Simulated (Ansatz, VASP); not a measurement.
## C in VASP and in Ansatz

```
C
1.0
     5.43647    0.00000    0.00000
     0.00000    5.43647    0.00000
     0.00000    0.00000    2.91783
C
12
Cartesian
  1.7251 2.4414 0.0479
  3.7114 2.9951 0.0479
  2.4414 3.7114 2.8699
  2.9951 1.7251 2.8699
  4.4433 0.2769 1.5068
  0.9931 5.1596 1.5068
  5.1596 4.4433 1.4110
  0.2769 0.9931 1.4110
  3.2323 0.5141 0.7295
  2.2041 4.9224 0.7295
  0.5141 2.2041 2.1884
  4.9224 3.2323 2.1884
```

Alike in both runs: task relaxation of cell and atoms; functional PBE; k mesh 4 × 4 × 6; occupations gaussian, width 0.1 eV; no spin polarisation.

|  | VASP | Ansatz |
| --- | --- | --- |
| version | VASP 6.6.1 | Ansatz 0.2.0 |
| potentials or method | VASP PAW PBE potentials, release 64 (C), cutoff 600 eV | scalar-relativistic, plane waves, PAW |
| valence electrons in the cell | 48 | 48 |

```tsv
	VASP	Ansatz	Ansatz less VASP
gap on the k mesh at the Fermi level, each at its own relaxed structure (eV)	none	none	-
relaxed volume (Å³/atom)	8.26	8.22	-0.035
relaxed cell length with the largest relative difference (Å)	3.383	3.361	-0.0212
```

A gap of «none» marks a metal or a gap that the smearing closes.
